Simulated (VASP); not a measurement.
# SiC (Moissanite 3C) (F-43m) in VASP: single point with LDA

Aim: the single point of SiC (Moissanite 3C) with LDA.

Everything below comes from runs of VASP 6.6.1. Logs are shortened: lines on timing, memory, paths and dates and some standing lists are left out, and cuts for length are marked.

### 1 The cell of the first run

It takes space group F-43m (No. 216, cubic). The conventional cell has a = 4.358 Å, b = 4.358 Å, c = 4.358 Å, α = 90.00°, β = 90.00°, γ = 90.00°. Si (site symmetry -43m) has 4 C at 1.89 Å within 2.5 Å. Within 2.5 Å of C (site symmetry -43m) lie 4 Si at 1.89 Å.

### 2 Single point, LDA

Contents of INCAR:

```
  PREC = Accurate
  ENCUT = 520
  EDIFF = 1E-6
  ISMEAR = 0
  SIGMA = 0.01
  LREAL = False
  LASPH = True
  NELM = 60
  ALGO = Normal
  ISIF = 2
  LWAVE = False
  LCHARG = False
  NBANDS = 11
```

Contents of KPOINTS:

```
regular mesh
0
Gamma
  8 8 8
```

Contents of POSCAR:

```
SiC
1.0
    0.0000000000      2.1790000000      2.1790000000
    2.1790000000      0.0000000000      2.1790000000
    2.1790000000      2.1790000000      0.0000000000
Si C
1 1
Direct
    0.0000000000      0.0000000000      0.0000000000
    0.2500000000      0.2500000000      0.2500000000
```

Potentials or basis: VASP PAW LDA potentials, release 64 (Si, C).

Run with:

```sh
cat potpaw_LDA.64/Si/POTCAR potpaw_LDA.64/C/POTCAR > POTCAR
mpirun -np 1 vasp_std > vasp.out
```

OUTCAR:

```text
PREC = Accurate
   ENCUT = 520
   EDIFF = 1E-6
   ISMEAR = 0
   LREAL = False
   LASPH = True
   NELM = 60
   ISIF = 2

 ion  position               nearest neighbor table
   1  0.000  0.000  0.000-   2 1.89   2 1.89   2 1.89   2 1.89
   2  0.250  0.250  0.250-   1 1.89   1 1.89   1 1.89   1 1.89

  LATTYP: Found a face centered cubic cell.
 ALAT       =     4.3580000000

  Lattice vectors:

 A1 = (   0.0000000000,   2.1790000000,   2.1790000000)
 A2 = (   2.1790000000,   0.0000000000,   2.1790000000)
 A3 = (   2.1790000000,   2.1790000000,   0.0000000000)

Analysis of symmetry for initial positions (statically):
=====================================================================
 Subroutine PRICEL returns:
 Original cell was already a primitive cell.

 Routine SETGRP: Setting up the symmetry group for a
 face centered cubic supercell.

 Subroutine GETGRP returns: Found 24 space group operations
 (whereof 24 operations were pure point group operations)
 out of a pool of 48 trial point group operations.

The static configuration has the point symmetry T_d .

Analysis of symmetry for dynamics (positions and initial velocities):
=====================================================================
 Subroutine PRICEL returns:
 Original cell was already a primitive cell.

 Routine SETGRP: Setting up the symmetry group for a
 face centered cubic supercell.

 Subroutine GETGRP returns: Found 24 space group operations
 (whereof 24 operations were pure point group operations)
 out of a pool of 48 trial point group operations.

The dynamic configuration has the point symmetry T_d .

 Subroutine INISYM returns: Found 24 space group operations
 (whereof 24 operations are pure point group operations),
 and found     1 'primitive' translations

----------------------------------------------------------------------------------------

                                     Primitive cell

  volume of cell :      20.6920

  direct lattice vectors                    reciprocal lattice vectors
     0.000000000  2.179000000  2.179000000    -0.229463056  0.229463056  0.229463056
     2.179000000  0.000000000  2.179000000     0.229463056 -0.229463056  0.229463056
     2.179000000  2.179000000  0.000000000     0.229463056  0.229463056 -0.229463056

  length of vectors
     3.081571352  3.081571352  3.081571352     0.397441672  0.397441672  0.397441672

  position of ions in fractional coordinates (direct lattice)
     0.000000000  0.000000000  0.000000000
     0.250000000  0.250000000  0.250000000

  ion indices of the primitive-cell ions
   primitive index   ion index
                 1           1
                 2           2

----------------------------------------------------------------------------------------

 KPOINTS: regular mesh

Automatic generation of k-mesh.
 Grid dimensions read from file:
 generate k-points for:    8    8    8

 Generating k-lattice:

  Cartesian coordinates                     Fractional coordinates (reciprocal lattice)
    -0.028682882  0.028682882  0.028682882     0.125000000  0.000000000  0.000000000
     0.028682882 -0.028682882  0.028682882     0.000000000  0.125000000  0.000000000
     0.028682882  0.028682882 -0.028682882     0.000000000  0.000000000  0.125000000

  Length of vectors
     0.049680209  0.049680209  0.049680209

  Shift w.r.t. Gamma in fractional coordinates (k-lattice)
     0.000000000  0.000000000  0.000000000

 Subroutine IBZKPT returns following result:
 ===========================================

 Found     29 irreducible k-points:

 Following reciprocal coordinates:
            Coordinates               Weight
  0.000000  0.000000  0.000000      1.000000
  0.125000  0.000000  0.000000      8.000000
  0.250000  0.000000  0.000000      8.000000
  0.375000  0.000000  0.000000      8.000000
  0.500000  0.000000  0.000000      4.000000
  0.125000  0.125000  0.000000      6.000000
[... 16 lines left out ...]
  0.500000  0.250000  0.125000     48.000000
 -0.375000  0.250000  0.125000     24.000000
 [... further k-points ...]
   k-points           NKPTS =     29   k-points in BZ     NKDIM =     29   number of bands    NBANDS=     11
   number of dos      NEDOS =    301   number of ions     NIONS =      2
   total plane-waves  NPLWV =  13824
   dimension x,y,z NGX =    24 NGY =   24 NGZ =   24
   dimension x,y,z NGXF=    48 NGYF=   48 NGZF=   48
   ions per type =               1   1
   NGX,Y,Z   is equivalent  to a cutoff of  12.95, 12.95, 12.95 a.u.
   NGXF,Y,Z  is equivalent  to a cutoff of  25.90, 25.90, 25.90 a.u.
 SYSTEM =  unknown system
   PREC   = accura    normal or accurate (medium, high low for compatibility)
   ISTART =      0    job   : 0-new  1-cont  2-samecut
   ICHARG =      2    charge: 1-file 2-atom 10-const
   ISPIN  =      1    spin polarized calculation?
   LNONCOLLINEAR =      F non collinear calculations
   LSORBIT =      F    spin-orbit coupling
   LASPH  =      T    aspherical Exc in radial PAW
   ENCUT  =  520.0 eV  38.22 Ry    6.18 a.u.   5.73  5.73  5.73*2*pi/ulx,y,z
   NELM   =     60;   NELMIN=  2; NELMDL= -5     # of ELM steps
   EDIFF  = 0.1E-05   stopping-criterion for ELM
   LREAL  =      F    real-space projection
   EDIFFG = 0.1E-04   stopping-criterion for IOM
   NSW    =      0    number of steps for IOM
   IBRION =     -1    ionic relax: 0-MD 1-quasi-New 2-CG
   NFREE  =      0    steps in history (QN), initial steepest desc. (CG)
   ISIF   =      2    stress and relaxation
   ISYM   =      2    0-nonsym 1-usesym 2-fastsym
   POTIM  = 0.5000    time-step for ionic-motion
   TEBEG  =    0.0;   TEEND  =   0.0 temperature during run
   PSTRESS=    0.0 pullay stress
   NELECT =       8.0000    total number of electrons
   NUPDOWN=      -1.0000    fix difference up-down
   EMIN   =  10.00;   EMAX   =-10.00  energy-range for DOS
   EFERMI =   0.00;   METHOD = LEGACY
   ISMEAR =     0;   SIGMA  =   0.01  broadening in eV -4-tet -1-fermi 0-gaus
   EFERMI_NEDOS =   21; number of points for ismear=-14 and -15
   IALGO  =     38    algorithm
   IMIX   =      4    mixing-type and parameters
     AMIX     =   0.40;   BMIX     =  1.00
     AMIX_MAG =   1.60;   BMIX_MAG =  1.00
  volume/ion in A,a.u.               =      10.35        69.82
  Fermi-wavevector in a.u.,A,eV,Ry     =   1.192626  2.253736 19.352338  1.422357
  Thomas-Fermi vector in A             =   2.328660
   LORBIT       =      0    0 simple, 1 ext, 2 COOP (PROOUT), +10 PAW based schemes
   GGA     = CA    functional components
   LHFCALC =     F    Hartree Fock is set to
   AEXX    =    0.0000 exact exchange contribution
   IVDW    =     0    specifies the selected vdW correction
   LEPSILON=     F    determine dielectric tensor
   LRPA    =     F    only Hartree local field effects (RPA)
 non-spin polarized calculation
 Gauss-broadening in eV      SIGMA  =   0.01
  energy-cutoff  :      520.00
  volume of cell :       20.69
 maximum number of plane-waves:       568
   NGX = 11   NGY = 11   NGZ = 11

 number of electron       8.0000001 magnetization

 Free energy of the ion-electron system (eV)
  ---------------------------------------------------
  ext. energy  EPLUGINS =         0.00000000
  ---------------------------------------------------
  free energy    TOTEN  =       -16.63684900 eV

  energy without entropy =      -16.63684900  energy(sigma->0) =      -16.63684900

 E-fermi :   8.1998     XC(G=0): -11.5565

 val. band max:        8.0626575278   @ k =   0.0000   0.0000   0.0000
 cond. band min:       9.3662793123   @ k =   0.5000   0.5000   0.0000
 fundamental gap:      1.3036217844
 Fermi energy:         8.1997609598

 k-point     1 :       0.0000    0.0000    0.0000
  band No.  band energies     occupation
      1      -7.2536      2.00000
      2       8.0627      2.00000
      3       8.0627      2.00000
      4       8.0627      2.00000
      5      14.3541      0.00000
      6      15.2535      0.00000
      7      15.2535      0.00000
      8      15.2535      0.00000
      9      22.5212      0.00000
     10      22.5212      0.00000
     11      24.2317      0.00000

 k-point     2 :       0.1250    0.0000    0.0000
  band No.  band energies     occupation
      1      -6.9479      2.00000
      2       6.5924      2.00000
      3       7.8606      2.00000
      4       7.8606      2.00000
      5      14.5173      0.00000
      6      15.6037      0.00000
      7      15.6037      0.00000
      8      15.8192      0.00000
      9      21.2842      0.00000
     10      21.2842      0.00000
     11      23.9101      0.00000

 k-point     3 :       0.2500    0.0000    0.0000
  band No.  band energies     occupation
      1      -6.0525      2.00000
      2       3.7917      2.00000
      3       7.4543      2.00000
      4       7.4543      2.00000
      5      14.0042      0.00000
      6      15.8583      0.00000
      7      15.8583      0.00000
      8      17.3150      0.00000
      9      21.0979      0.00000
     10      21.0979      0.00000
     11      23.0135      0.00000

 k-point     4 :       0.3750    0.0000    0.0000
  band No.  band energies     occupation
      1      -4.6830      2.00000
      2       1.0430      2.00000
      3       7.1269      2.00000
      4       7.1269      2.00000
      5      13.5926      0.00000
      6      15.4410      0.00000
      7      15.4410      0.00000
      8      17.9536      0.00000
      9      23.0521      0.00000
     10      23.0521      0.00000
     11      23.3733      0.00000

 k-point     5 :       0.5000    0.0000    0.0000
  band No.  band energies     occupation
      1      -3.6341      2.00000
      2      -0.4935      2.00000
      3       7.0081      2.00000
      4       7.0081      2.00000
      5      13.4524      0.00000
      6      15.1905      0.00000
      7      15.1905      0.00000
      8      17.9794      0.00000
      9      23.9934      0.00000
     10      25.1127      0.00000
     11      25.1127      0.00000
[... 211 lines left out ...]
 k-point    21 :       0.5000    0.5000    0.0000
  band No.  band energies     occupation
      1      -2.1515      2.00000
      2       0.2499      2.00000
      3       4.8690      2.00000
      4       4.8690      2.00000
      5       9.3663      0.00000
      6      12.2496      0.00000
      7      21.8897      0.00000
      8      21.8897      0.00000
      9      22.6159      0.00000
     10      28.0192      0.00000
     11      30.1389      0.00000

 k-point    22 :       0.3750    0.2500    0.1250
  band No.  band energies     occupation
      1      -5.2732      2.00000
      2       3.6203      2.00000
      3       5.1885      2.00000
      4       6.7861      2.00000
      5      13.3399      0.00000
      6      15.5925      0.00000
      7      16.4360      0.00000
      8      18.0016      0.00000
      9      20.1929      0.00000
     10      23.9137      0.00000
     11      27.3558      0.00000

 k-point    23 :       0.5000    0.2500    0.1250
  band No.  band energies     occupation
      1      -3.9546      2.00000
      2       1.5703      2.00000
      3       4.4585      2.00000
      4       6.1317      2.00000
      5      13.2803      0.00000
      6      15.5668      0.00000
      7      17.1441      0.00000
      8      18.3921      0.00000
      9      21.2928      0.00000
     10      24.3817      0.00000
     11      27.2332      0.00000

 k-point    24 :      -0.3750    0.2500    0.1250
  band No.  band energies     occupation
      1      -2.9764      2.00000
      2       0.2187      2.00000
      3       4.3527      2.00000
      4       5.7922      2.00000
      5      13.2211      0.00000
      6      15.2559      0.00000
      7      18.0895      0.00000
      8      18.9226      0.00000
      9      21.3194      0.00000
     10      24.1411      0.00000
     11      27.1952      0.00000

 [... further k-points ...]

------------------------ aborting loop because EDIFF is reached ----------------------------------------

  FORCE on cell =-STRESS in cart. coord.  units (eV):
  Direction    XX          YY          ZZ          XY          YZ          ZX
  --------------------------------------------------------------------------------------
  -------------------------------------------------------------------------------------
  Total       -0.5185646     -0.5185646     -0.5185646      0.0000000     -0.0000000      0.0000000
  in kB      -40.1524262    -40.1524262    -40.1524262      0.0000000     -0.0000000      0.0000000
  external PRESSURE =     -40.1524262 kB  Pullay stress =       0.0000000 kB

 VOLUME and BASIS-vectors are now :
 -----------------------------------------------------------------------------
  energy-cutoff  :      520.00
  volume of cell :       20.69
      direct lattice vectors                 reciprocal lattice vectors
     0.000000000  2.179000000  2.179000000    -0.229463056  0.229463056  0.229463056
     2.179000000  0.000000000  2.179000000     0.229463056 -0.229463056  0.229463056
     2.179000000  2.179000000  0.000000000     0.229463056  0.229463056 -0.229463056

 POSITION                                       TOTAL-FORCE (eV/Angst)
 -----------------------------------------------------------------------------------
      0.00000      0.00000      0.00000         0.000000      0.000000      0.000000
      1.08950      1.08950      1.08950        -0.000000     -0.000000     -0.000000
 -----------------------------------------------------------------------------------
    total drift:                                0.000000      0.000000      0.000000

  FREE ENERGIE OF THE ION-ELECTRON SYSTEM (eV)
  ---------------------------------------------------
  free  energy   TOTEN  =       -16.6368489983 eV

  energy  without entropy=      -16.6368489983  energy(sigma->0) =      -16.63684900
```

Run time: 2.3 s. Hardware: 1 thread of Intel Xeon 6975P-C (Granite Rapids), shared host; peak memory 0.12 GiB.

What came out:

```
Free energy            : -16.6368 eV
Pressure               : -4.0 GPa
Band gap on the k mesh : 1.30 eV, indirect (least direct gap 4.50 eV)
```

A k mesh can miss the band edges. LDA gaps usually lie below the measured ones, often by a third to a half.
